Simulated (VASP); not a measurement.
Wanted: the native input for a VASP 6.6.1 run.

| Item | Value |
| --- | --- |
| Task | single point |
| Functional | PBEsol |
| Potentials or basis | VASP PAW PBE potentials, release 64 (Ru_sv) |
| Cutoff | 560 eV |
| k mesh | 24 × 24 × 22 |
| Occupations | gaussian, width 0.1 eV |
| Spin | no spin polarisation |
| Dipole correction | no |
| Further INCAR settings | ALGO = Normal; EDIFF = 1e-06; NBANDS = 14 |

The structure of Ru lies in POSCAR:

```
Ru
1.0
    2.6271037100      0.0000000000      0.0000000000
   -1.3135518550      2.2751385513      0.0000000000
    0.0000000000      0.0000000000      2.4266038638
Ru
1
Direct
    0.0000000000      0.0000000000      0.0000000000
```

This isn't the form of Ru at room conditions, which is hcp.

The input as run:

INCAR

```
SYSTEM = Ru
PREC = Accurate
ENCUT = 560
EDIFF = 1E-6
ISMEAR = 0
SIGMA = 0.1
LREAL = .FALSE.
LASPH = .TRUE.
NELM = 120
ALGO = Normal
ISIF = 2
LWAVE = .FALSE.
LCHARG = .FALSE.
GGA = PS
NBANDS = 14
GGA_COMPAT = .FALSE.
```

KPOINTS

```
Automatic mesh
0
G
  24 24 22
  0 0 0
```

Potentials or basis: VASP PAW PBE potentials, release 64 (Ru_sv).

Command:

```console
$ cat potpaw_PBE.64/Ru_sv/POTCAR > POTCAR
$ mpirun -np 1 vasp_std > vasp.out
```

Results of the run:

```yaml
Pressure: -0.3 GPa
Band_gap_on_the_k_mesh: zero (bands 8 and 9 overlap by 3.80 eV)
```

Caveat: the PAW data sets were made with another functional, which shifts forces and pressure a little.

Run time: 61 s on 1 thread of AMD EPYC 9R45 96-Core Processor (Zen 5), with other jobs on the host, peak memory 0.22 GiB.
